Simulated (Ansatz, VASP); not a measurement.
## Rh: VASP beside Ansatz

File INCAR:

```
SYSTEM = Rh
ALGO     = Fast           ! electronic algorithm
EDIFF    = 1E-6           ! SCF threshold, eV
ENCUT    = 520            ! plane-wave cutoff, eV
GGA      = PE             ! functional
ISIF     = 2              ! what is computed and relaxed
ISMEAR   = 0              ! smearing method
LASPH    = .TRUE.         ! aspherical terms in the spheres
LCHARG   = .TRUE.         ! write CHGCAR
LELF     = .TRUE.         ! ELF
LREAL    = .FALSE.        ! projectors in reciprocal space
LVHAR    = .TRUE.       
LWAVE    = .FALSE.        ! write WAVECAR
NBANDS   = 14             ! bands
NELM     = 80             ! most SCF steps
PREC     = Accurate       ! precision mode
SIGMA    = 0.15           ! smearing width, eV
```

The input KPOINTS:

```
k-points
0
G
  26 26 26
  0 0 0
```

POSCAR

```
Rh
1.0
    0.0000000000      1.9628395472      1.8192171413
    1.9628395472      0.0000000000      1.8192171413
    1.9628395472      1.9628395472      0.0000000000
Rh
1
Direct
    0.0000000000      0.0000000000      0.0000000000
```

Input for Ansatz:

```yaml
crystal:
  lattice:
    - [0.0, 1.9628395472, 1.8192171413]
    - [1.9628395472, 0.0, 1.8192171413]
    - [1.9628395472, 1.9628395472, 0.0]
  atoms:
    - { symbol: Rh, position: [0.0, 0.0, 0.0] }
basis:
  ecutwfc: 420
kpoints:
  mp_grid: { grid: [26, 26, 26] }
hamiltonian:
  xc: pbe
scf:
  occupations: { method: gaussian, width: 0.15 }
output:
  forces: true
  stress: true
  eigenvalues: true
```

Change from the starting cell: strain +0.025 along x and y, -0.050 along z, atoms carried along.

Alike in both runs: task single point; functional PBE; k mesh 26 × 26 × 26; occupations gaussian, width 0.15 eV; no spin polarisation.

```csv
,VASP,Ansatz
version,VASP 6.6.1,Ansatz 0.2.0
potentials or method,"VASP PAW PBE potentials, release 64 (Rh_pv), cutoff 520 eV","scalar-relativistic, plane waves, PAW"
valence electrons in the cell,15,17
```

```csv
,VASP,Ansatz,Ansatz less VASP
gap on the k mesh at the Fermi level (eV),none,none,-
pressure (GPa),1.3,1.4,+0.05
"traceless stress, the component that is largest in VASP (GPa)",10.58,10.60,+0.027
```

A gap of «none» marks a metal or a gap that the smearing closes. VASP's potentials hold 15 valence electrons a cell and Ansatz's 17, so a difference there can come from the potentials and not from the codes.
